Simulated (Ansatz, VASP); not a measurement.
# Pd in VASP and in Ansatz

INCAR

```
PREC = Accurate
ENCUT = 520
EDIFF = 1E-6
ISMEAR = 0
SIGMA = 0.15
LREAL = F
LASPH = T
NELM = 100
ALGO = Normal
ISIF = 2
LWAVE = F
LCHARG = F
GGA = PE
NBANDS = 11
```

Contents of KPOINTS:

```
Automatic mesh
0
Gamma
  20 20 20
```

POSCAR

```
Pd
1.0
    0.0000000000      2.1004920000      1.7893080000
    2.1004920000      0.0000000000      1.7893080000
    2.1004920000      2.1004920000      0.0000000000
Pd
1
Direct
    0.0000000000      0.0000000000      0.0000000000
```

Input for Ansatz:

```yaml
crystal:
  lattice:
    - [0.0, 2.100492, 1.789308]
    - [2.100492, 0.0, 1.789308]
    - [2.100492, 2.100492, 0.0]
  atoms:
    - { symbol: Pd, position: [0.0, 0.0, 0.0] }
basis:
  ecutwfc: 420
kpoints:
  mp_grid: { grid: [20, 20, 20] }
hamiltonian:
  xc: pbe
scf:
  occupations: { method: gaussian, width: 0.15 }
output:
  forces: true
  stress: true
  eigenvalues: true
```

Change from the starting cell: strain +0.080 along x and y, -0.080 along z, atoms carried along.

Alike in both runs: task single point; functional PBE; k mesh 20 × 20 × 20; occupations gaussian, width 0.15 eV; no spin polarisation.

```csv
,VASP,Ansatz
version,VASP 6.6.1,Ansatz 0.2.0
potentials or method,"VASP PAW PBE potentials, release 64 (Pd), cutoff 520 eV","scalar-relativistic, plane waves, PAW"
valence electrons in the cell,10,18
```

Ansatz gave:

- gap on the k mesh at the Fermi level (eV): none
- pressure (GPa): -4.0
- traceless stress, the component that is largest in VASP (GPa): 2.06

Q: What did VASP give for the same quantities?

A: gap on the k mesh at the Fermi level (eV): none; pressure (GPa): -4.2; traceless stress, the component that is largest in VASP (GPa): 2.04.

A gap of «none» marks a metal or a gap that the smearing closes. With one functional, cell and mesh, what is left measures potentials, basis and numerics. VASP's potentials hold 10 valence electrons a cell and Ansatz's 18, so a difference there can come from the potentials and not from the codes.
